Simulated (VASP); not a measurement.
# Zr3Cl2: single point with PBE

Crystal: Zr3Cl2.

```
CELL_PARAMETERS angstrom
2.97224 1.71603 6.53882
-2.97224 1.71603 6.53882
0.00000 -3.43205 6.53882
ATOMIC_POSITIONS crystal
Zr 0.09810 0.40190 0.75000
Zr 0.75000 0.09810 0.40190
Zr 0.40190 0.75000 0.09810
Zr 0.90190 0.59810 0.25000
Zr 0.25000 0.90190 0.59810
Zr 0.59810 0.25000 0.90190
Cl 0.83346 0.83346 0.83346
Cl 0.66654 0.66654 0.66654
Cl 0.16654 0.16654 0.16654
Cl 0.33346 0.33346 0.33346
```

| Quantity | Value |
| --- | --- |
| Program | VASP 6.6.1 |
| Task | single point |
| Functional | PBE |
| Potentials or basis | VASP PAW PBE potentials, release 64 (Zr_sv, Cl) |
| Cutoff | 520 eV |
| k mesh | 3 × 3 × 3 |
| Occupations | gaussian, width 0.1 eV |
| Spin | no spin polarisation |
| Dipole correction | no |
| Further INCAR settings | ALGO = Normal; EDIFF = 1e-07; NBANDS = 61 |

```
Pressure               : 0.1 GPa
Largest force          : 0.020 eV/Å
Band gap on the k mesh : zero (band 50 reaches 9.94 eV, above the bottom of band 51 at 9.54 eV)
```

Forces on the atoms (eV/Å):
```
Zr   0.017  0.000  0.000
Zr  -0.008  0.014  0.000
Zr  -0.008 -0.014  0.000
Zr  -0.017  0.000  0.000
Zr   0.008 -0.014  0.000
Zr   0.008  0.014  0.000
Cl   0.000  0.000  0.020
Cl   0.000  0.000 -0.020
Cl   0.000  0.000 -0.020
Cl   0.000  0.000  0.020
```

Stress tensor (GPa, compression positive):
```
0.06 0.00 0.00
0.00 0.06 0.00
0.00 0.00 0.14
```

Levels at points of the mesh, in eV from the Fermi level:
```tsv
k point	band 48	band 49	band 50	band 51	band 52	band 53
(0.00, 0.00, 0.00)	-0.80	-0.74	-0.74	-0.43	-0.43	0.30
```

Wall time 87 s on 1 thread of Intel(R) Xeon(R) 6975P-C (Granite Rapids), with other jobs on the host, peak memory 0.43 GiB.

Caveat: the k points lie up to 0.42 Å⁻¹ apart.
